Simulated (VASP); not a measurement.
# BaSnAu (P4/mmm) in VASP: relaxation of cell and atoms with PBE

Aim: the relaxation of cell and atoms of BaSnAu with PBE.

Program: VASP 6.6.1. These are calculated values, not measurements. Logs are shortened: lines on timing, memory, paths and dates and some standing lists are left out, and cuts for length are marked.

## (1) The cell of the first run

Symmetry: P4/mmm, No. 123, tetragonal system. The conventional cell has a = 3.398 Å, b = 3.398 Å, c = 9.116 Å, α = 90.00°, β = 90.00°, γ = 90.00°. Ba (site symmetry 4/mmm) has 4 Ba at 3.40 Å and 2 Au at 4.56 Å within 4.6 Å. Within 3.2 Å of Sn (site symmetry 4/mmm) lie 4 Au at 2.40 Å. Au (site symmetry 4/mmm) has 4 Sn at 2.40 Å within 3.2 Å.

The cell was generated, and may not be a known phase.

## (2) Relaxation of cell and atoms, PBE

INCAR reads:

```
SYSTEM = BaSnAu
ALGO = Normal
EDIFF = 1E-7
EDIFFG = -0.04
ENCUT = 500
GGA = PE
GGA_COMPAT = .False.
IBRION = 2
ISIF = 3
ISMEAR = 0
LASPH = .True.
LCHARG = .False.
LREAL = .False.
LWAVE = .False.
NELM = 120
NELMIN = 4
NSW = 90
PREC = Accurate
SIGMA = 0.1
```

KPOINTS reads:

```
k-points
0
Gamma
  6 6 2
  0 0 0
```

POSCAR reads:

```
BaSnAu
1.0
    3.3979511400      0.0000000000      0.0000000000
    0.0000000000      3.3979511400      0.0000000000
    0.0000000000      0.0000000000      9.1155246800
Ba Sn Au
1 1 1
Direct
    0.0000000000      0.0000000000      0.0000000000
    0.5000000000      0.5000000000      0.5000000000
    0.0000000000      0.0000000000      0.5000000000
```

Potentials or basis: VASP PAW PBE potentials, release 64 (Ba_sv, Sn_d, Au_sv_GW).

On the command line:

```
$ cat potpaw_PBE.64/Ba_sv/POTCAR potpaw_PBE.64/Sn_d/POTCAR potpaw_PBE.64/Au_sv_GW/POTCAR > POTCAR
$ mpirun -np 1 vasp_std > vasp.out
```

OUTCAR:

```text
SYSTEM = BaSnAu
   EDIFF = 1E-7
   EDIFFG = -0.04
   ENCUT = 500
   GGA = PE
   IBRION = 2
   ISIF = 3
   ISMEAR = 0
   LASPH = .True.
   LREAL = .False.
   NELM = 120
   NELMIN = 4
   NSW = 90
   PREC = Accurate

 ion  position               nearest neighbor table
   1  0.000  0.000  0.000-
   2  0.500  0.500  0.500-   3 2.40   3 2.40   3 2.40   3 2.40
   3  0.000  0.000  0.500-   2 2.40   2 2.40   2 2.40   2 2.40

  LATTYP: Found a simple tetragonal cell.
 ALAT       =     3.3979511400
 C/A-ratio  =     2.6826532532

  Lattice vectors:

 A1 = (   3.3979511400,   0.0000000000,   0.0000000000)
 A2 = (   0.0000000000,   3.3979511400,   0.0000000000)
 A3 = (   0.0000000000,   0.0000000000,   9.1155246800)

Analysis of symmetry for initial positions (statically):
=====================================================================
 Subroutine PRICEL returns:
 Original cell was already a primitive cell.

 Routine SETGRP: Setting up the symmetry group for a
 simple tetragonal supercell.

 Subroutine GETGRP returns: Found 16 space group operations
 (whereof 16 operations were pure point group operations)
 out of a pool of 16 trial point group operations.

The static configuration has the point symmetry D_4h.

Analysis of symmetry for dynamics (positions and initial velocities):
=====================================================================
 Subroutine PRICEL returns:
 Original cell was already a primitive cell.

 Routine SETGRP: Setting up the symmetry group for a
 simple tetragonal supercell.

 Subroutine GETGRP returns: Found 16 space group operations
 (whereof 16 operations were pure point group operations)
 out of a pool of 16 trial point group operations.

The dynamic configuration has the point symmetry D_4h.

 Subroutine INISYM returns: Found 16 space group operations
 (whereof 16 operations are pure point group operations),
 and found     1 'primitive' translations

----------------------------------------------------------------------------------------

                                     Primitive cell

  volume of cell :     105.2485

  direct lattice vectors                    reciprocal lattice vectors
     3.397951140  0.000000000  0.000000000     0.294294991  0.000000000  0.000000000
     0.000000000  3.397951140  0.000000000     0.000000000  0.294294991  0.000000000
     0.000000000  0.000000000  9.115524680     0.000000000  0.000000000  0.109702956

  length of vectors
     3.397951140  3.397951140  9.115524680     0.294294991  0.294294991  0.109702956

  position of ions in fractional coordinates (direct lattice)
     0.000000000  0.000000000  0.000000000
     0.500000000  0.500000000  0.500000000
     0.000000000  0.000000000  0.500000000

  ion indices of the primitive-cell ions
   primitive index   ion index
                 1           1
                 2           2
                 3           3

----------------------------------------------------------------------------------------

 KPOINTS: k-points

Automatic generation of k-mesh.
 Grid dimensions read from file:
 generate k-points for:    6    6    2

 Generating k-lattice:

  Cartesian coordinates                     Fractional coordinates (reciprocal lattice)
     0.049049165  0.000000000  0.000000000     0.166666667  0.000000000  0.000000000
     0.000000000  0.049049165  0.000000000     0.000000000  0.166666667  0.000000000
     0.000000000  0.000000000  0.054851478     0.000000000  0.000000000  0.500000000

  Length of vectors
     0.049049165  0.049049165  0.054851478

  Shift w.r.t. Gamma in fractional coordinates (k-lattice)
     0.000000000  0.000000000  0.000000000

 Subroutine IBZKPT returns following result:
 ===========================================

 Found     20 irreducible k-points:

 Following reciprocal coordinates:
            Coordinates               Weight
  0.000000  0.000000  0.000000      1.000000
  0.166667  0.000000  0.000000      4.000000
  0.333333  0.000000  0.000000      4.000000
  0.500000  0.000000  0.000000      2.000000
  0.166667  0.166667  0.000000      4.000000
  0.333333  0.166667  0.000000      8.000000
[... 12 lines left out ...]
  0.500000  0.333333  0.500000      4.000000
  0.500000  0.500000  0.500000      1.000000
   k-points           NKPTS =     20   k-points in BZ     NKDIM =     20   number of bands    NBANDS=     25
   number of dos      NEDOS =    301   number of ions     NIONS =      3
   total plane-waves  NPLWV =  54880
   dimension x,y,z NGX =    28 NGY =   28 NGZ =   70
   dimension x,y,z NGXF=    56 NGYF=   56 NGZF=  140
   ions per type =               1   1   1
   NGX,Y,Z   is equivalent  to a cutoff of  13.70, 13.70, 12.77 a.u.
   NGXF,Y,Z  is equivalent  to a cutoff of  27.40, 27.40, 25.53 a.u.
 SYSTEM =  BaSnAu
   PREC   = accura    normal or accurate (medium, high low for compatibility)
   ISTART =      0    job   : 0-new  1-cont  2-samecut
   ICHARG =      2    charge: 1-file 2-atom 10-const
   ISPIN  =      1    spin polarized calculation?
   LNONCOLLINEAR =      F non collinear calculations
   LSORBIT =      F    spin-orbit coupling
   LASPH  =      T    aspherical Exc in radial PAW
   ENCUT  =  500.0 eV  36.75 Ry    6.06 a.u.   6.20  6.20 16.62*2*pi/ulx,y,z
   NELM   =    120;   NELMIN=  4; NELMDL= -5     # of ELM steps
   EDIFF  = 0.1E-06   stopping-criterion for ELM
   LREAL  =      F    real-space projection
   EDIFFG = -.4E-01   stopping-criterion for IOM
   NSW    =     90    number of steps for IOM
   IBRION =      2    ionic relax: 0-MD 1-quasi-New 2-CG
   NFREE  =      1    steps in history (QN), initial steepest desc. (CG)
   ISIF   =      3    stress and relaxation
   ISYM   =      2    0-nonsym 1-usesym 2-fastsym
   POTIM  = 0.5000    time-step for ionic-motion
   TEBEG  =    0.0;   TEEND  =   0.0 temperature during run
   PSTRESS=    0.0 pullay stress
   NELECT =      43.0000    total number of electrons
   NUPDOWN=      -1.0000    fix difference up-down
   EMIN   =  10.00;   EMAX   =-10.00  energy-range for DOS
   EFERMI =   0.00;   METHOD = LEGACY
   ISMEAR =     0;   SIGMA  =   0.10  broadening in eV -4-tet -1-fermi 0-gaus
   EFERMI_NEDOS =   21; number of points for ismear=-14 and -15
   IALGO  =     38    algorithm
   IMIX   =      4    mixing-type and parameters
     AMIX     =   0.40;   BMIX     =  1.00
     AMIX_MAG =   1.60;   BMIX_MAG =  1.00
  volume/ion in A,a.u.               =      35.08       236.75
  Fermi-wavevector in a.u.,A,eV,Ry     =   1.214765  2.295573 20.077498  1.475654
  Thomas-Fermi vector in A             =   2.350174
   LORBIT       =      0    0 simple, 1 ext, 2 COOP (PROOUT), +10 PAW based schemes
   GGA     = PE    functional components
   LHFCALC =     F    Hartree Fock is set to
   AEXX    =    0.0000 exact exchange contribution
   IVDW    =     0    specifies the selected vdW correction
   LEPSILON=     F    determine dielectric tensor
   LRPA    =     F    only Hartree local field effects (RPA)
 conjugate gradient relaxation of ions
 non-spin polarized calculation
 Gauss-broadening in eV      SIGMA  =   0.10
  energy-cutoff  :      500.00
  volume of cell :      105.25
 maximum number of plane-waves:      2728
 NGX is ok and might be reduce to    28
   NGX = 13   NGY = 13   NGZ = 33

--------------------------------------- Ionic step        1  -------------------------------------------

 number of electron      43.0000000 magnetization

 Free energy of the ion-electron system (eV)
  ---------------------------------------------------
  ext. energy  EPLUGINS =         0.00000000
  ---------------------------------------------------
  free energy    TOTEN  =        -4.94881240 eV

  energy without entropy =       -4.93409381  energy(sigma->0) =       -4.94145310

------------------------ aborting loop because EDIFF is reached ----------------------------------------

  FORCE on cell =-STRESS in cart. coord.  units (eV):
  Direction    XX          YY          ZZ          XY          YZ          ZX
  --------------------------------------------------------------------------------------
  -------------------------------------------------------------------------------------
  Total       22.9220113     22.9220113     -3.2386210      0.0000000      0.0000000     -0.0000000
  in kB      348.9372828    348.9372828    -49.3008929      0.0000000      0.0000000     -0.0000000
  external PRESSURE =     216.1912242 kB  Pullay stress =       0.0000000 kB
[... 92 lines left out ...]
  FREE ENERGIE OF THE ION-ELECTRON SYSTEM (eV)
  ---------------------------------------------------
  free  energy   TOTEN  =        -7.8278435155 eV

  energy  without entropy=       -7.8046133014  energy(sigma->0) =       -7.81622841

 E-fermi :   6.5165     XC(G=0): -10.2972

 val. band max:        6.5013219460   @ k =   0.5000   0.0000   0.5000
 cond. band min:       6.5629240965   @ k =   0.1667   0.0000   0.5000
 fundamental gap:      0.0616021505
 Fermi energy:         6.5164722907

 k-point     1 :       0.0000    0.0000    0.0000
  band No.  band energies     occupation
      1    -100.4655      2.00000
      2     -52.1003      2.00000
      3     -51.7233      2.00000
      4     -51.7233      2.00000
      5     -22.1405      2.00000
      6     -14.7615      2.00000
[... 549 lines left out ...]
     24       8.6422      0.00000
     25      10.9667      0.00000

 E-fermi :   5.1186     XC(G=0):  -9.5572

 val. band max:        5.0571485998   @ k =   0.3333   0.3333   0.0000
 cond. band min:       5.1908551193   @ k =   0.3333   0.0000   0.0000
 fundamental gap:      0.1337065195
 Fermi energy:         5.1186445179

 k-point     1 :       0.0000    0.0000    0.0000
  band No.  band energies     occupation
      1    -101.0506      2.00000
      2     -52.3857      2.00000
      3     -52.3724      2.00000
      4     -52.3724      2.00000
      5     -23.7955      2.00000
      6     -16.1468      2.00000
[... 549 lines left out ...]
     24       6.4576      0.00000
     25       8.6018      0.00000

[... ionic steps 4 to 12 ...]

--------------------------------------- Ionic step       13  -------------------------------------------

 number of electron      43.0000011 magnetization

------------------------ aborting loop because EDIFF is reached ----------------------------------------

  FORCE on cell =-STRESS in cart. coord.  units (eV):
  Direction    XX          YY          ZZ          XY          YZ          ZX
  --------------------------------------------------------------------------------------
  -------------------------------------------------------------------------------------
  Total        1.0435829      1.0435829     -0.2248723      0.0000000      0.0000000     -0.0000000
  in kB       16.3794106     16.3794106     -3.5294528      0.0000000      0.0000000     -0.0000000
  external PRESSURE =       9.7431228 kB  Pullay stress =       0.0000000 kB
[... 59 lines left out ...]
  energy  without entropy=       -9.1013644394  energy(sigma->0) =       -9.10737587

--------------------------------------- Ionic step       15  -------------------------------------------

 number of electron      42.9999998 magnetization

 Free energy of the ion-electron system (eV)
  ---------------------------------------------------
  ext. energy  EPLUGINS =         0.00000000
  ---------------------------------------------------
  free energy    TOTEN  =        -9.12076847 eV

  energy without entropy =       -9.10752029  energy(sigma->0) =       -9.11414438

 E-fermi :   4.4559     XC(G=0):  -9.2152

 val. band max:        4.4254378499   @ k =   0.3333   0.3333   0.0000
 cond. band min:       4.4606608293   @ k =   0.1667   0.1667   0.0000
 fundamental gap:      0.0352229794
 Fermi energy:         4.4559003509

 k-point     1 :       0.0000    0.0000    0.0000
  band No.  band energies     occupation
      1    -101.4566      2.00000
      2     -52.7820      2.00000
      3     -52.7820      2.00000
      4     -52.7628      2.00000
      5     -24.5234      2.00000
      6     -16.7716      2.00000
[... 579 lines left out ...]
  FREE ENERGIE OF THE ION-ELECTRON SYSTEM (eV)
  ---------------------------------------------------
  free  energy   TOTEN  =        -9.1207684716 eV

  energy  without entropy=       -9.1075202904  energy(sigma->0) =       -9.11414438

 reached required accuracy - stopping structural energy minimisation
```

It took 14 min on 1 thread of Intel Xeon Platinum 8488C (Sapphire Rapids), shared host; peak memory 0.28 GiB.

What came out:

* Free energy: -9.1208 eV
* Relaxed volume: 34.74 Å³/atom
* Relaxed cell: a = 4.052 Å, b = 4.052 Å, c = 6.347 Å, α = 90.00°, β = 90.00°, γ = 90.00°
* Space group after relaxing (to 0.1 Å): P4/mmm (No. 123)
* Pressure after relaxing: 0.1 GPa
* Band gap on the k mesh: zero (an odd number of electrons rules out a gap without spin polarisation)

Final structure:
```
CELL_PARAMETERS angstrom
4.05229 0.00000 0.00000
0.00000 4.05229 0.00000
0.00000 0.00000 6.34704
ATOMIC_POSITIONS crystal
Ba 0.00000 0.00000 0.00000
Sn 0.50000 0.50000 0.50000
Au 0.00000 0.00000 0.50000
```

Caveat: a cell axis changed by over 15 % at a fixed basis, so the end point is rough; spin-orbit coupling is left out, which moves the levels of the heavy elements.

The gap in the log of VASP goes by the Fermi energy; the results here count the filled bands.